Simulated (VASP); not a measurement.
Here is a VASP 6.6.1 calculation.

INCAR

```
PREC     = Accurate       # precision mode
ENCUT    = 600            # plane-wave cutoff, eV
EDIFF    = 1E-6           # SCF threshold, eV
ISMEAR   = -1             # smearing method
SIGMA    = 0.08           # smearing width, eV
LREAL    = False          # projectors in reciprocal space
LASPH    = True           # aspherical terms in the spheres
NELM     = 100            # most SCF steps
ALGO     = Normal         # electronic algorithm
ISIF     = 3              # what is computed and relaxed
LWAVE    = False          # write WAVECAR
LCHARG   = False          # write CHGCAR
GGA      = PE             # functional
IBRION   = 2              # ionic algorithm
NSW      = 60             # ionic steps
EDIFFG   = -0.005         # ionic threshold
```

Contents of KPOINTS:

```
regular mesh
0
Gamma
  15 15 15
```

Contents of POSCAR:

```
PdCl
1.0
    2.7144176166      0.0000000000      0.0000000000
    0.0000000000      2.7144176166      0.0000000000
    0.0000000000      0.0000000000      2.7144176166
Pd Cl
1 1
Direct
    0.0000000000      0.0000000000      0.0000000000
    0.5000000000      0.5000000000      0.5000000000
```

Potentials or basis: VASP PAW PBE potentials, release 64 (Pd, Cl).

Command:

```console
$ cat potpaw_PBE.64/Pd/POTCAR potpaw_PBE.64/Cl/POTCAR > POTCAR
$ mpirun -np 1 vasp_std > vasp.out
```

Estimate the relaxed cell.

a = 3.245 Å, b = 3.245 Å, c = 3.245 Å, α = 90.00°, β = 90.00°, γ = 90.00°.

What does it give for the band gap on the k mesh?

Zero (an odd number of electrons rules out a gap without spin polarisation).

Step by step:
| step | energy change (eV) | largest force (eV/Å) | pressure (GPa) | volume (Å³) |
| --- | --- | --- | --- | --- |
| 1 | 0.0000 | 0.0000 | 170.08 | 20.00 |
| 2 | -2.4995 | 0.0000 | -7.93 | 69.15 |
| 3 | -2.9790 | 0.0000 | -8.73 | 59.85 |
| 4 | -3.3829 | 0.0000 | -9.67 | 52.83 |
| 5 | -4.3115 | 0.0000 | 0.83 | 33.80 |
| 6 | -4.3106 | 0.0000 | -1.09 | 34.66 |
| 7 | -4.3124 | 0.0000 | -0.05 | 34.16 |

Caveat: the volume moved by over 15 % at a fixed basis, so the end points are rough; an odd number of electrons without spin polarisation forces a metal; a magnetic or distorted state may lie lower.
